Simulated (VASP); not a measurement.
# BN (BN (F-43m)) (F-43m) in VASP: further runs, part 2 of 2

VASP 6.6.1.

## (5) Single point, PBE

INCAR reads:

```
ALGO = Normal
EDIFF = 1E-6
ENCUT = 600
GGA = PE
GGA_COMPAT = False
ISIF = 2
ISMEAR = -1
LASPH = True
LCHARG = True
LELF = True
LREAL = False
LVHAR = True
LWAVE = False
NBANDS = 11
NELM = 120
PREC = Accurate
SIGMA = 0.01
```

KPOINTS reads:

```
k-points
0
Gamma
  13 13 13
```

POSCAR reads:

```
BN
1.0
    0.0000000000      1.8120551918      1.8120551918
    1.8120551918      0.0000000000      1.8120551918
    1.8120551918      1.8120551918      0.0000000000
B N
1 1
Direct
    0.0000000000      0.0000000000      0.0000000000
    0.2499999998      0.2499999998      0.2499999998
```

Potentials or basis: VASP PAW PBE potentials, release 64 (B, N).

Launch:

```bash
> cat potpaw_PBE.64/B/POTCAR potpaw_PBE.64/N/POTCAR > POTCAR
> mpirun -np 1 vasp_std > vasp.out
```

OUTCAR:

```text
EDIFF = 1E-6
   ENCUT = 600
   GGA = PE
   ISIF = 2
   ISMEAR = -1
   LASPH = True
   LREAL = False
   NELM = 120
   PREC = Accurate

 ion  position               nearest neighbor table
   1  0.000  0.000  0.000-   2 1.57   2 1.57   2 1.57   2 1.57
   2  0.250  0.250  0.250-   1 1.57   1 1.57   1 1.57   1 1.57

  LATTYP: Found a face centered cubic cell.
 ALAT       =     3.6241103836

  Lattice vectors:

 A1 = (   0.0000000000,   1.8120551918,   1.8120551918)
 A2 = (   1.8120551918,   0.0000000000,   1.8120551918)
 A3 = (   1.8120551918,   1.8120551918,   0.0000000000)

Analysis of symmetry for initial positions (statically):
=====================================================================
 Subroutine PRICEL returns:
 Original cell was already a primitive cell.

 Routine SETGRP: Setting up the symmetry group for a
 face centered cubic supercell.

 Subroutine GETGRP returns: Found 24 space group operations
 (whereof 24 operations were pure point group operations)
 out of a pool of 48 trial point group operations.

The static configuration has the point symmetry T_d .

Analysis of symmetry for dynamics (positions and initial velocities):
=====================================================================
 Subroutine PRICEL returns:
 Original cell was already a primitive cell.

 Routine SETGRP: Setting up the symmetry group for a
 face centered cubic supercell.

 Subroutine GETGRP returns: Found 24 space group operations
 (whereof 24 operations were pure point group operations)
 out of a pool of 48 trial point group operations.

The dynamic configuration has the point symmetry T_d .

 Subroutine INISYM returns: Found 24 space group operations
 (whereof 24 operations are pure point group operations),
 and found     1 'primitive' translations

----------------------------------------------------------------------------------------

                                     Primitive cell

  volume of cell :      11.8999

  direct lattice vectors                    reciprocal lattice vectors
     0.000000000  1.812055192  1.812055192    -0.275929785  0.275929785  0.275929785
     1.812055192  0.000000000  1.812055192     0.275929785 -0.275929785  0.275929785
     1.812055192  1.812055192  0.000000000     0.275929785  0.275929785 -0.275929785

  length of vectors
     2.562633028  2.562633028  2.562633028     0.477924407  0.477924407  0.477924407

  position of ions in fractional coordinates (direct lattice)
     0.000000000  0.000000000  0.000000000
     0.250000000  0.250000000  0.250000000

  ion indices of the primitive-cell ions
   primitive index   ion index
                 1           1
                 2           2

----------------------------------------------------------------------------------------

 KPOINTS: k-points

Automatic generation of k-mesh.
 Grid dimensions read from file:
 generate k-points for:   13   13   13

 Generating k-lattice:

  Cartesian coordinates                     Fractional coordinates (reciprocal lattice)
    -0.021225368  0.021225368  0.021225368     0.076923077  0.000000000  0.000000000
     0.021225368 -0.021225368  0.021225368     0.000000000  0.076923077  0.000000000
     0.021225368  0.021225368 -0.021225368     0.000000000  0.000000000  0.076923077

  Length of vectors
     0.036763416  0.036763416  0.036763416

  Shift w.r.t. Gamma in fractional coordinates (k-lattice)
     0.000000000  0.000000000  0.000000000

 Subroutine IBZKPT returns following result:
 ===========================================

 Found     84 irreducible k-points:

 Following reciprocal coordinates:
            Coordinates               Weight
  0.000000  0.000000  0.000000      1.000000
  0.076923  0.000000  0.000000      8.000000
  0.153846  0.000000  0.000000      8.000000
  0.230769  0.000000  0.000000      8.000000
  0.307692  0.000000  0.000000      8.000000
  0.384615  0.000000  0.000000      8.000000
[... 16 lines left out ...]
  0.384615  0.153846  0.000000     24.000000
  0.461538  0.153846  0.000000     24.000000
 [... further k-points ...]
   k-points           NKPTS =     84   k-points in BZ     NKDIM =     84   number of bands    NBANDS=     11
   number of dos      NEDOS =    301   number of ions     NIONS =      2
   total plane-waves  NPLWV =   8000
   dimension x,y,z NGX =    20 NGY =   20 NGZ =   20
   dimension x,y,z NGXF=    40 NGYF=   40 NGZF=   40
   ions per type =               1   1
   NGX,Y,Z   is equivalent  to a cutoff of  12.97, 12.97, 12.97 a.u.
   NGXF,Y,Z  is equivalent  to a cutoff of  25.95, 25.95, 25.95 a.u.
 SYSTEM =  unknown system
   PREC   = accura    normal or accurate (medium, high low for compatibility)
   ISTART =      0    job   : 0-new  1-cont  2-samecut
   ICHARG =      2    charge: 1-file 2-atom 10-const
   ISPIN  =      1    spin polarized calculation?
   LNONCOLLINEAR =      F non collinear calculations
   LSORBIT =      F    spin-orbit coupling
   LASPH  =      T    aspherical Exc in radial PAW
   ENCUT  =  600.0 eV  44.10 Ry    6.64 a.u.   5.12  5.12  5.12*2*pi/ulx,y,z
   NELM   =    120;   NELMIN=  2; NELMDL= -5     # of ELM steps
   EDIFF  = 0.1E-05   stopping-criterion for ELM
   LREAL  =      F    real-space projection
   EDIFFG = 0.1E-04   stopping-criterion for IOM
   NSW    =      0    number of steps for IOM
   IBRION =     -1    ionic relax: 0-MD 1-quasi-New 2-CG
   NFREE  =      0    steps in history (QN), initial steepest desc. (CG)
   ISIF   =      2    stress and relaxation
   ISYM   =      2    0-nonsym 1-usesym 2-fastsym
   POTIM  = 0.5000    time-step for ionic-motion
   TEBEG  =    0.0;   TEEND  =   0.0 temperature during run
   PSTRESS=    0.0 pullay stress
   NELECT =       8.0000    total number of electrons
   NUPDOWN=      -1.0000    fix difference up-down
   EMIN   =  10.00;   EMAX   =-10.00  energy-range for DOS
   EFERMI =   0.00;   METHOD = LEGACY
   ISMEAR =    -1;   SIGMA  =   0.01  broadening in eV -4-tet -1-fermi 0-gaus
   EFERMI_NEDOS =   21; number of points for ismear=-14 and -15
   IALGO  =     38    algorithm
   IMIX   =      4    mixing-type and parameters
     AMIX     =   0.40;   BMIX     =  1.00
     AMIX_MAG =   1.60;   BMIX_MAG =  1.00
  volume/ion in A,a.u.               =       5.95        40.15
  Fermi-wavevector in a.u.,A,eV,Ry     =   1.434135  2.710122 27.983695  2.056744
  Thomas-Fermi vector in A             =   2.553577
   LORBIT       =      0    0 simple, 1 ext, 2 COOP (PROOUT), +10 PAW based schemes
   GGA     = PE    functional components
   LHFCALC =     F    Hartree Fock is set to
   AEXX    =    0.0000 exact exchange contribution
   IVDW    =     0    specifies the selected vdW correction
   LEPSILON=     F    determine dielectric tensor
   LRPA    =     F    only Hartree local field effects (RPA)
 non-spin polarized calculation
  energy-cutoff  :      600.00
  volume of cell :       11.90
 maximum number of plane-waves:       411
   NGX = 11   NGY = 11   NGZ = 11

 number of electron       7.9999999 magnetization

 Free energy of the ion-electron system (eV)
  ---------------------------------------------------
  ext. energy  EPLUGINS =         0.00000000
  ---------------------------------------------------
  free energy    TOTEN  =       -17.45459517 eV

  energy without entropy =      -17.45459517  energy(sigma->0) =      -17.45459517

 E-fermi :   7.6430     XC(G=0): -12.7849

 val. band max:        7.3098116083   @ k =   0.0000   0.0000   0.0000
 cond. band min:      11.8350560676   @ k =   0.4615   0.4615   0.0000
 fundamental gap:      4.5252444593
 Fermi energy:         7.6429575197

 k-point     1 :       0.0000    0.0000    0.0000
  band No.  band energies     occupation
      1     -12.8354      2.00000
      2       7.3098      2.00000
      3       7.3098      2.00000
      4       7.3098      2.00000
      5      16.0936      0.00000
      6      16.0936      0.00000
      7      16.0936      0.00000
      8      17.5372      0.00000
      9      31.9206      0.00000
     10      34.9844      0.00000
     11      34.9844      0.00000
[... 309 lines left out ...]
 k-point    24 :       0.4615    0.1538    0.0000
  band No.  band energies     occupation
      1      -8.8900      2.00000
      2      -1.9021      2.00000
      3       4.0652      2.00000
      4       4.5023      2.00000
      5      16.1694      0.00000
      6      19.3466      0.00000
      7      19.7718      0.00000
      8      21.9046      0.00000
      9      28.0862      0.00000
     10      33.4082      0.00000
     11      35.2468      0.00000

 [... further k-points ...]
[... 5 lines left out ...]
  --------------------------------------------------------------------------------------
  -------------------------------------------------------------------------------------
  Total        0.0110114      0.0110114      0.0110114      0.0000000      0.0000000     -0.0000000
  in kB        1.4825514      1.4825514      1.4825514      0.0000000      0.0000000     -0.0000000
  external PRESSURE =       1.4825514 kB  Pullay stress =       0.0000000 kB

 VOLUME and BASIS-vectors are now :
 -----------------------------------------------------------------------------
  energy-cutoff  :      600.00
  volume of cell :       11.90
      direct lattice vectors                 reciprocal lattice vectors
     0.000000000  1.812055192  1.812055192    -0.275929785  0.275929785  0.275929785
     1.812055192  0.000000000  1.812055192     0.275929785 -0.275929785  0.275929785
     1.812055192  1.812055192  0.000000000     0.275929785  0.275929785 -0.275929785

 POSITION                                       TOTAL-FORCE (eV/Angst)
 -----------------------------------------------------------------------------------
      0.00000      0.00000      0.00000         0.000000      0.000000      0.000000
      0.90603      0.90603      0.90603        -0.000000     -0.000000     -0.000000
 -----------------------------------------------------------------------------------
    total drift:                                0.000001      0.000001      0.000001

  FREE ENERGIE OF THE ION-ELECTRON SYSTEM (eV)
  ---------------------------------------------------
  free  energy   TOTEN  =       -17.4545951702 eV

  energy  without entropy=      -17.4545951702  energy(sigma->0) =      -17.45459517
```

OSZICAR:

```text
N       E                     dE             d eps       ncg     rms          rms(c)
DAV:   1     0.156377181994E+02    0.15638E+02   -0.53759E+03  1856   0.814E+02
DAV:   2    -0.177303380041E+02   -0.33368E+02   -0.32338E+02  2261   0.189E+02
DAV:   3    -0.184077470739E+02   -0.67741E+00   -0.67615E+00  2228   0.226E+01
DAV:   4    -0.184086885117E+02   -0.94144E-03   -0.94142E-03  1983   0.935E-01
DAV:   5    -0.184086893804E+02   -0.86870E-06   -0.86869E-06  2127   0.290E-02    0.664E+00
DAV:   6    -0.175377886311E+02    0.87090E+00   -0.29538E+00  2097   0.104E+01    0.321E+00
DAV:   7    -0.174683777823E+02    0.69411E-01   -0.99592E-02  2094   0.264E+00    0.190E+00
DAV:   8    -0.174543214626E+02    0.14056E-01   -0.35571E-02  2078   0.138E+00    0.189E-01
DAV:   9    -0.174545006186E+02   -0.17916E-03   -0.94580E-04  1959   0.263E-01    0.828E-02
DAV:  10    -0.174545898757E+02   -0.89257E-04   -0.12499E-04  2047   0.101E-01    0.153E-02
DAV:  11    -0.174545950927E+02   -0.52170E-05   -0.88180E-06  2124   0.250E-02    0.103E-02
DAV:  12    -0.174545951702E+02   -0.77519E-07   -0.14590E-06  1161   0.896E-03
   1 F= -.17454595E+02 E0= -.17454595E+02  d E =-.312318E-17
```

Run time: 15 s. Hardware: 1 thread of Intel Xeon 8259CL, shared host; peak memory 0.13 GiB.

What came out:

* Free energy: -17.4546 eV
* Pressure: 0.1 GPa
* Band gap on the k mesh: 4.53 eV, indirect (least direct gap 8.78 eV)

Levels at points of the mesh, in eV from the valence-band top:
```tsv
k point	band 2	band 3	band 4	band 5	band 6	band 7
(0.00, 0.00, 0.00)	0.00	0.00	0.00	8.78	8.78	8.78
```

A k mesh can miss the band edges. PBE gaps usually lie below the measured ones, often by a third to a half.

## (6) Overview

| task | cell | k mesh | cutoff (eV) | smearing | gap on the mesh (eV) | pressure (GPa) |
| --- | --- | --- | --- | --- | --- | --- |
| single point | a = 2.563 Å, angles 60.0°, 2 atoms | 13 × 13 × 13 | 520 | gaussian 0.01 eV | 4.53 | 0.4 |
| single point | a = 6.277 Å, angles 109.5°, 32 atoms | 1 × 1 × 1, shifted | 520 | fermi-dirac 0.01 eV | 8.62 | 0.7 |
| relaxation of cell and atoms | relaxed from a = 2.564 Å, angles 60.0°, 2 atoms | 13 × 13 × 13 | 600 | gaussian 0.01 eV | 4.52 | 0.0 |
| single point | a = 2.563 Å, angles 60.0°, 2 atoms | 13 × 13 × 13 | 600 | fermi-dirac 0.01 eV | 4.53 | 0.1 |

Alike in all rows: level PBE; potentials or basis VASP PAW PBE potentials, release 64 (B, N); no spin polarisation.

Caveats: some runs use coarse meshes.

Absolute energies hang on the potentials; compare differences alone.
